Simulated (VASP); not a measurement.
A run of VASP 6.6.1 is set up as follows.

INCAR

```
ALGO = Normal
EDIFF = 1E-6
ENCUT = 500
GGA = PE
GGA_COMPAT = F
ISIF = 2
ISMEAR = -1
LASPH = T
LCHARG = T
LELF = T
LREAL = F
LVHAR = T
LWAVE = F
NBANDS = 21
NELM = 120
PREC = Accurate
SIGMA = 0.02
```

Contents of KPOINTS:

```
k-points
0
Gamma
  8 8 8
```

POSCAR

```
GaSb
1.0
    0.0000000000      2.9739024340      2.9739024340
    2.9739024340      0.0000000000      2.9739024340
    2.9739024340      2.9739024340      0.0000000000
Ga Sb
1 1
Direct
    0.0000000000      0.0000000000      0.0000000000
    0.2500000000      0.2500000000      0.2500000000
```

Potentials or basis: VASP PAW PBE potentials, release 64 (Ga_d, Sb_d_GW).

Command:

```sh
$ cat potpaw_PBE.64/Ga_d/POTCAR potpaw_PBE.64/Sb_d_GW/POTCAR > POTCAR
$ mpirun -np 1 vasp_std > vasp.out
```

(1) Predict the pressure.

(2) Estimate the band gap on the k mesh.

## Answers

(1) 8.0 GPa.

(2) 0.59 eV (least direct gap 0.65 eV).

Caveat: the cell differs from its parent crystal (strain -3.0%); the cell stands under pressure; semilocal functionals underestimate gaps, and a narrow one can read as zero; spin-orbit coupling is left out, which moves the levels of the heavy elements.
